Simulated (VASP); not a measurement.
# AlNi (P4/mmm) in VASP: a series of runs

The runs below take AlNi through single point, relaxation of shape and atoms at fixed volume, with PBEsol.

Program: VASP 6.6.1. These are calculated values, not measurements. Logs are shortened: lines on timing, memory, paths and dates and some standing lists are left out, and cuts for length are marked.

### Step 1. The cell of the first run

Symmetry: P4/mmm, No. 123, tetragonal system. Conventional cell: a = 2.830 Å, b = 2.830 Å, c = 2.840 Å, α = 90.00°, β = 90.00°, γ = 90.00°. Al (site symmetry 4/mmm) has 8 Ni at 2.45 Å and 6 Al at 2.83 to 2.84 Å within 3.2 Å. Within 3.2 Å of Ni (site symmetry 4/mmm) lie 8 Al at 2.45 Å and 6 Ni at 2.83 to 2.84 Å.

### Step 2. Single point, PBEsol (volume scaled by 0.97, then relaxed in part)

Input file INCAR:

```
PREC     = Accurate       # precision mode
ENCUT    = 520            # plane-wave cutoff, eV
EDIFF    = 1E-6           # SCF threshold, eV
ISMEAR   = 0              # smearing method
SIGMA    = 0.1            # smearing width, eV
LREAL    = False          # projectors in reciprocal space
LASPH    = True           # aspherical terms in the spheres
NELM     = 100            # most SCF steps
ALGO     = Fast           # electronic algorithm
ISIF     = 2              # what is computed and relaxed
LWAVE    = False          # write WAVECAR
LCHARG   = True           # write CHGCAR
GGA      = PS             # functional
LELF     = True           # ELF
LVHAR    = True         
NBANDS   = 14             # bands
```

Input file KPOINTS:

```
regular mesh
0
Gamma
  16 16 14
```

Input file POSCAR:

```
AlNi
1.0
    2.0009092357     -2.0009307177      0.0000000000
    2.0009092357      2.0009307177      0.0000000000
    0.0000000000      0.0000000000      2.8404229018
Al Ni
1 1
Direct
    0.0000000000      0.0000000000      0.0000000000
    0.5000000000      0.5000000000      0.5000000000
```

Potentials or basis: VASP PAW PBE potentials, release 64 (Al, Ni).

On the command line:

```sh
$ cat potpaw_PBE.64/Al/POTCAR potpaw_PBE.64/Ni/POTCAR > POTCAR
$ mpirun -np 1 vasp_std > vasp.out
```

OUTCAR:

```text
PREC = Accurate
   ENCUT = 520
   EDIFF = 1E-6
   ISMEAR = 0
   LREAL = False
   LASPH = True
   NELM = 100
   ISIF = 2
   GGA = PS

 ion  position               nearest neighbor table
   1  0.000  0.000  0.000-   2 2.45   2 2.45   2 2.45   2 2.45   2 2.45   2 2.45   2 2.45   2 2.45

   2  0.500  0.500  0.500-   1 2.45   1 2.45   1 2.45   1 2.45   1 2.45   1 2.45   1 2.45   1 2.45

  LATTYP: Found a base centered orthorhombic cell.
 ALAT       =     4.0018184714
 B/A-ratio  =     1.0000107361
 C/A-ratio  =     0.7097830454

  Lattice vectors:

 A1 = (   2.0009092357,  -2.0009307177,   0.0000000000)
 A2 = (   2.0009092357,   2.0009307177,   0.0000000000)
 A3 = (   0.0000000000,   0.0000000000,   2.8404229018)

Analysis of symmetry for initial positions (statically):
=====================================================================
 Subroutine PRICEL returns:
 Original cell was already a primitive cell.

 Routine SETGRP: Setting up the symmetry group for a
 base centered orthorhombic supercell.

 Subroutine GETGRP returns: Found  8 space group operations
 (whereof  8 operations were pure point group operations)
 out of a pool of  8 trial point group operations.

The static configuration has the point symmetry D_2h.

Analysis of symmetry for dynamics (positions and initial velocities):
=====================================================================
 Subroutine PRICEL returns:
 Original cell was already a primitive cell.

 Routine SETGRP: Setting up the symmetry group for a
 base centered orthorhombic supercell.

 Subroutine GETGRP returns: Found  8 space group operations
 (whereof  8 operations were pure point group operations)
 out of a pool of  8 trial point group operations.

The dynamic configuration has the point symmetry D_2h.

 Subroutine INISYM returns: Found  8 space group operations
 (whereof  8 operations are pure point group operations),
 and found     1 'primitive' translations

----------------------------------------------------------------------------------------

                                     Primitive cell

  volume of cell :      22.7443

  direct lattice vectors                    reciprocal lattice vectors
     2.000909236 -2.000930718  0.000000000     0.249886397 -0.249883714  0.000000000
     2.000909236  2.000930718  0.000000000     0.249886397  0.249883714  0.000000000
     0.000000000  0.000000000  2.840422902     0.000000000  0.000000000  0.352060251

  length of vectors
     2.829728168  2.829728168  2.840422902     0.353390835  0.353390835  0.352060251

  position of ions in fractional coordinates (direct lattice)
     0.000000000  0.000000000  0.000000000
     0.500000000  0.500000000  0.500000000

  ion indices of the primitive-cell ions
   primitive index   ion index
                 1           1
                 2           2

----------------------------------------------------------------------------------------

 KPOINTS: regular mesh

Automatic generation of k-mesh.
 Grid dimensions read from file:
 generate k-points for:   16   16   14

 Generating k-lattice:

  Cartesian coordinates                     Fractional coordinates (reciprocal lattice)
     0.015617900 -0.015617732  0.000000000     0.062500000  0.000000000  0.000000000
     0.015617900  0.015617732  0.000000000     0.000000000  0.062500000  0.000000000
     0.000000000  0.000000000  0.025147161     0.000000000  0.000000000  0.071428571

  Length of vectors
     0.022086927  0.022086927  0.025147161

  Shift w.r.t. Gamma in fractional coordinates (k-lattice)
     0.000000000  0.000000000  0.000000000

 Subroutine IBZKPT returns following result:
 ===========================================

 Found    584 irreducible k-points:

 Following reciprocal coordinates:
            Coordinates               Weight
  0.000000  0.000000  0.000000      1.000000
  0.062500  0.000000  0.000000      4.000000
  0.125000  0.000000  0.000000      4.000000
  0.187500  0.000000  0.000000      4.000000
  0.250000  0.000000  0.000000      4.000000
  0.312500  0.000000  0.000000      4.000000
[... 16 lines left out ...]
 -0.125000  0.062500  0.000000      4.000000
 -0.062500  0.062500  0.000000      2.000000
 [... further k-points ...]
   k-points           NKPTS =    584   k-points in BZ     NKDIM =    584   number of bands    NBANDS=     14
   number of dos      NEDOS =    301   number of ions     NIONS =      2
   total plane-waves  NPLWV =  13824
   dimension x,y,z NGX =    24 NGY =   24 NGZ =   24
   dimension x,y,z NGXF=    48 NGYF=   48 NGZF=   48
   ions per type =               1   1
   NGX,Y,Z   is equivalent  to a cutoff of  14.10, 14.10, 14.05 a.u.
   NGXF,Y,Z  is equivalent  to a cutoff of  28.20, 28.20, 28.09 a.u.
 SYSTEM =  unknown system
   PREC   = accura    normal or accurate (medium, high low for compatibility)
   ISTART =      0    job   : 0-new  1-cont  2-samecut
   ICHARG =      2    charge: 1-file 2-atom 10-const
   ISPIN  =      1    spin polarized calculation?
   LNONCOLLINEAR =      F non collinear calculations
   LSORBIT =      F    spin-orbit coupling
   LASPH  =      T    aspherical Exc in radial PAW
   ENCUT  =  520.0 eV  38.22 Ry    6.18 a.u.   5.26  5.26  5.28*2*pi/ulx,y,z
   NELM   =    100;   NELMIN=  2; NELMDL= -5     # of ELM steps
   EDIFF  = 0.1E-05   stopping-criterion for ELM
   LREAL  =      F    real-space projection
   EDIFFG = 0.1E-04   stopping-criterion for IOM
   NSW    =      0    number of steps for IOM
   IBRION =     -1    ionic relax: 0-MD 1-quasi-New 2-CG
   NFREE  =      0    steps in history (QN), initial steepest desc. (CG)
   ISIF   =      2    stress and relaxation
   ISYM   =      2    0-nonsym 1-usesym 2-fastsym
   POTIM  = 0.5000    time-step for ionic-motion
   TEBEG  =    0.0;   TEEND  =   0.0 temperature during run
   PSTRESS=    0.0 pullay stress
   NELECT =      13.0000    total number of electrons
   NUPDOWN=      -1.0000    fix difference up-down
   EMIN   =  10.00;   EMAX   =-10.00  energy-range for DOS
   EFERMI =   0.00;   METHOD = LEGACY
   ISMEAR =     0;   SIGMA  =   0.10  broadening in eV -4-tet -1-fermi 0-gaus
   EFERMI_NEDOS =   21; number of points for ismear=-14 and -15
   IALGO  =     68    algorithm
   IMIX   =      4    mixing-type and parameters
     AMIX     =   0.40;   BMIX     =  1.00
     AMIX_MAG =   1.60;   BMIX_MAG =  1.00
  volume/ion in A,a.u.               =      11.37        76.74
  Fermi-wavevector in a.u.,A,eV,Ry     =   1.358621  2.567422 25.114345  1.845852
  Thomas-Fermi vector in A             =   2.485439
   LORBIT       =      0    0 simple, 1 ext, 2 COOP (PROOUT), +10 PAW based schemes
   GGA     = PS    functional components
   LHFCALC =     F    Hartree Fock is set to
   AEXX    =    0.0000 exact exchange contribution
   IVDW    =     0    specifies the selected vdW correction
   LEPSILON=     F    determine dielectric tensor
   LRPA    =     F    only Hartree local field effects (RPA)
 non-spin polarized calculation
 RMM-DIIS sequential band-by-band and
 Gauss-broadening in eV      SIGMA  =   0.10
  energy-cutoff  :      520.00
  volume of cell :       22.74
 maximum number of plane-waves:       627
 NGX is ok and might be reduce to    24
   NGX = 11   NGY = 11   NGZ = 11

 number of electron      12.9999995 magnetization

 Free energy of the ion-electron system (eV)
  ---------------------------------------------------
  ext. energy  EPLUGINS =         0.00000000
  ---------------------------------------------------
  free energy    TOTEN  =       -11.57615937 eV

  energy without entropy =      -11.57265916  energy(sigma->0) =      -11.57440926

 E-fermi :  10.5604     XC(G=0): -12.4113

 val. band max:       10.5575853549   @ k =   0.4375   0.3125   0.5000
 cond. band min:      10.5753975825   @ k =  -0.3750   0.3750   0.5000
 fundamental gap:      0.0178122275
 Fermi energy:        10.5603902350

 k-point     1 :       0.0000    0.0000    0.0000
  band No.  band energies     occupation
      1      -0.9307      2.00000
      2       7.0881      2.00000
      3       7.0897      2.00000
      4       8.9237      2.00000
      5       8.9237      2.00000
      6       8.9334      2.00000
      7      16.1919      0.00000
      8      16.3317      0.00000
      9      16.3318      0.00000
     10      18.8667      0.00000
     11      18.8978      0.00000
     12      25.2201      0.00000
     13      32.0315      0.00000
     14      32.0764      0.00000

 k-point     2 :       0.0625    0.0000    0.0000
  band No.  band energies     occupation
      1      -0.8559      2.00000
      2       7.0856      2.00000
      3       7.1069      2.00000
      4       8.8893      2.00000
      5       8.8997      2.00000
      6       8.9273      2.00000
      7      15.5023      0.00000
      8      16.2913      0.00000
      9      16.4304      0.00000
     10      18.8756      0.00000
     11      19.6505      0.00000
     12      25.4730      0.00000
     13      31.1454      0.00000
     14      31.2458      0.00000

 k-point     3 :       0.1250    0.0000    0.0000
  band No.  band energies     occupation
      1      -0.6324      2.00000
      2       7.0604      2.00000
      3       7.1600      2.00000
      4       8.7944      2.00000
      5       8.8066      2.00000
      6       8.9378      2.00000
      7      14.0751      0.00000
      8      16.5816      0.00000
      9      16.7189      0.00000
     10      18.8802      0.00000
     11      20.8428      0.00000
     12      26.2669      0.00000
     13      29.6184      0.00000
     14      29.7264      0.00000

 k-point     4 :       0.1875    0.0000    0.0000
  band No.  band energies     occupation
      1      -0.2630      2.00000
      2       6.9673      2.00000
      3       7.2408      2.00000
      4       8.6596      2.00000
      5       8.6741      2.00000
      6       8.9535      2.00000
      7      12.6738      0.00000
      8      17.0433      0.00000
      9      17.1781      0.00000
     10      18.8874      0.00000
     11      21.8562      0.00000
     12      27.6148      0.00000
     13      28.0506      0.00000
     14      28.1628      0.00000

 k-point     5 :       0.2500    0.0000    0.0000
  band No.  band energies     occupation
      1       0.2477      2.00000
      2       6.7197      2.00000
      3       7.3385      2.00000
      4       8.5103      2.00000
      5       8.5272      2.00000
      6       8.9721      2.00000
      7      11.4896      0.00000
      8      17.6522      0.00000
      9      17.7845      0.00000
     10      18.8966      0.00000
     11      22.6740      0.00000
[... 276 lines left out ...]
 k-point    22 :      -0.1875    0.0625    0.0000
  band No.  band energies     occupation
      1      -0.1897      2.00000
      2       6.9907      2.00000
      3       7.2431      2.00000
      4       8.6303      2.00000
      5       8.6634      2.00000
      6       8.9223      2.00000
      7      12.7359      0.00000
      8      16.2895      0.00000
      9      17.1391      0.00000
     10      19.4768      0.00000
     11      22.2277      0.00000
     12      27.2371      0.00000
     13      27.7450      0.00000
     14      28.0973      0.00000

 k-point    23 :      -0.1250    0.0625    0.0000
  band No.  band energies     occupation
      1      -0.5583      2.00000
      2       7.0780      2.00000
      3       7.1622      2.00000
      4       8.7669      2.00000
      5       8.7967      2.00000
      6       8.9064      2.00000
      7      14.1302      0.00000
      8      15.9005      0.00000
      9      16.6792      0.00000
     10      19.4045      0.00000
     11      21.1719      0.00000
     12      26.4518      0.00000
     13      28.7790      0.00000
     14      29.6561      0.00000

 k-point    24 :      -0.0625    0.0625    0.0000
  band No.  band energies     occupation
      1      -0.7813      2.00000
      2       7.0951      2.00000
      3       7.1134      2.00000
      4       8.8643      2.00000
      5       8.8848      2.00000
      6       8.9016      2.00000
      7      15.4200      0.00000
      8      15.7795      0.00000
      9      16.3902      0.00000
     10      19.2571      0.00000
     11      20.0494      0.00000
     12      25.7082      0.00000
     13      30.3104      0.00000
     14      31.0905      0.00000

 [... further k-points ...]
[... 5 lines left out ...]
  --------------------------------------------------------------------------------------
  -------------------------------------------------------------------------------------
  Total        0.7906052      0.7901644      0.7858845     -0.0000000      0.0000000      0.0000000
  in kB       55.6926371     55.6615924     55.3601012     -0.0000000      0.0000000      0.0000000
  external PRESSURE =      55.5714436 kB  Pullay stress =       0.0000000 kB

 VOLUME and BASIS-vectors are now :
 -----------------------------------------------------------------------------
  energy-cutoff  :      520.00
  volume of cell :       22.74
      direct lattice vectors                 reciprocal lattice vectors
     2.000909236 -2.000930718  0.000000000     0.249886397 -0.249883714  0.000000000
     2.000909236  2.000930718  0.000000000     0.249886397  0.249883714  0.000000000
     0.000000000  0.000000000  2.840422902     0.000000000  0.000000000  0.352060251

 POSITION                                       TOTAL-FORCE (eV/Angst)
 -----------------------------------------------------------------------------------
      0.00000      0.00000      0.00000         0.000000      0.000000      0.000000
      2.00091      0.00000      1.42021         0.000000     -0.000000      0.000000
 -----------------------------------------------------------------------------------
    total drift:                                0.000000     -0.000000     -0.000000

  FREE ENERGIE OF THE ION-ELECTRON SYSTEM (eV)
  ---------------------------------------------------
  free  energy   TOTEN  =       -11.5761593674 eV

  energy  without entropy=      -11.5726591551  energy(sigma->0) =      -11.57440926
```

Run time: 63 s. Hardware: 1 thread of Intel Xeon 6975P-C (Granite Rapids), shared host; peak memory 0.29 GiB.

Results:

- Free energy: -11.5762 eV
- Pressure: 5.6 GPa

Caveat: the cell differs from its parent crystal (volume scaled by 0.97, then relaxed in part); the PAW data sets were made with another functional, which shifts forces and pressure a little.

### Step 3. Single point, PBEsol

This run uses another cell than the first one, of 11.72 Å³/atom, 1.031 times its volume.

Input file INCAR:

```
SYSTEM = AlNi
ALGO = Fast ; EDIFF = 1E-7
ENCUT = 520 ; GGA = PS
ISIF = 2 ; ISMEAR = 0
LASPH = .TRUE. ; LCHARG = .FALSE.
LREAL = .FALSE. ; LWAVE = .FALSE.
NBANDS = 14 ; NELM = 100
PREC = Accurate ; SIGMA = 0.1
```

Input file KPOINTS:

```
k-points
0
G
  16 16 14
  0 0 0
```

Input file POSCAR:

```
AlNi
1.0
    2.0213280872     -2.0213497884      0.0000000000
    2.0213280872      2.0213497884      0.0000000000
    0.0000000000      0.0000000000      2.8694088109
Al Ni
1 1
Direct
    0.0000000000      0.0000000000      0.0000000000
    0.5000000000      0.5000000000      0.5000000000
```

Potentials or basis: VASP PAW PBE potentials, release 64 (Al, Ni).

On the command line:

```sh
$ cat potpaw_PBE.64/Al/POTCAR potpaw_PBE.64/Ni/POTCAR > POTCAR
$ mpirun -np 1 vasp_std > vasp.out
```

Run time: 77 s. Hardware: 1 thread of Intel Xeon 6975P-C (Granite Rapids), shared host; peak memory 0.3 GiB.

It converged, with:

* Free energy: -11.5889 eV
* Pressure: 0.1 GPa

Levels at points of the mesh, in eV from the Fermi level:
| k point | band 4 | band 5 | band 6 | band 7 | band 8 | band 9 | band 10 | band 11 |
| --- | --- | --- | --- | --- | --- | --- | --- | --- |
| (0.00, 0.00, 0.00) | -1.57 | -1.57 | -1.56 | 5.50 | 5.64 | 5.64 | 8.21 | 8.24 |
| (0.50, 0.00, 0.00) | -2.31 | -2.29 | -1.48 | -0.64 | 8.33 | 10.02 | 10.15 | 11.05 |
| (0.50, 0.50, 0.00) | -2.90 | -2.13 | -2.13 | -1.02 | 1.53 | 2.63 | 12.45 | 15.24 |
| (0.00, 0.00, 0.50) | -2.29 | -2.29 | -1.47 | -0.66 | 8.33 | 10.13 | 10.13 | 11.12 |
| (0.50, 0.00, 0.50) | -2.92 | -2.12 | -2.11 | -1.03 | 1.50 | 2.59 | 12.55 | 15.30 |
| (0.50, 0.50, 0.50) | -1.00 | -0.99 | 1.97 | 1.98 | 1.98 | 3.91 | 4.56 | 4.56 |

Caveat: the PAW data sets were made with another functional, which shifts forces and pressure a little. Spin polarisation is off, so any magnetic state and its effect on volume and gap are missing.

### Step 4. Single point, PBEsol (volume scaled by 1.03, then relaxed in part)

Input file INCAR:

```
PREC = Accurate ; ENCUT = 520
EDIFF = 1E-6 ; ISMEAR = 0
SIGMA = 0.1 ; LREAL = False
LASPH = True ; NELM = 80
ALGO = Fast ; ISIF = 2
LWAVE = False ; LCHARG = False
GGA = PS ; NBANDS = 14
```

Input file KPOINTS:

```
regular mesh
0
Gamma
  16 16 14
```

Input file POSCAR:

```
AlNi
1.0
    2.0413425382     -2.0413644542      0.0000000000
    2.0413425382      2.0413644542      0.0000000000
    0.0000000000      0.0000000000      2.8978206469
Al Ni
1 1
Direct
    0.0000000000      0.0000000000      0.0000000000
    0.5000000000      0.5000000000      0.5000000000
```

On the command line:

```sh
$ cat potpaw_PBE.64/Al/POTCAR potpaw_PBE.64/Ni/POTCAR > POTCAR
$ mpirun -np 1 vasp_std > vasp.out
```

Wall time 60 s (1 thread of Intel Xeon 6975P-C (Granite Rapids), shared host); peak memory 0.3 GiB.

It converged, with:

```
Free energy : -11.5787 eV
Pressure    : -5.0 GPa
```

Levels at points of the mesh, in eV from the Fermi level:
```csv
k point,band 3,band 4,band 5,band 6,band 7,band 8,band 9,band 10,band 11,band 12
"(0.00, 0.00, 0.00)",-3.18,-1.51,-1.51,-1.50,5.37,5.51,5.51,8.11,8.14,13.56
"(0.50, 0.00, 0.00)",-2.71,-2.22,-2.20,-1.42,-0.62,8.30,9.87,10.00,10.75,10.86
"(0.50, 0.50, 0.00)",-2.82,-2.82,-2.04,-2.04,-0.98,1.48,2.48,12.13,15.01,15.01
"(0.00, 0.00, 0.50)",-2.72,-2.20,-2.20,-1.42,-0.65,8.30,9.98,9.98,10.82,10.82
"(0.50, 0.00, 0.50)",-2.86,-2.84,-2.03,-2.03,-0.99,1.44,2.45,12.22,15.07,15.11
"(0.50, 0.50, 0.50)",-4.03,-0.96,-0.96,2.00,2.00,2.00,3.65,4.43,4.43,4.47
```

Caveat: the cell differs from its parent crystal (volume scaled by 1.03, then relaxed in part); the PAW data sets were made with another functional, which shifts forces and pressure a little. Spin polarisation is off, so any magnetic state and its effect on volume and gap are missing.

(Continued in part 2 of 2.)
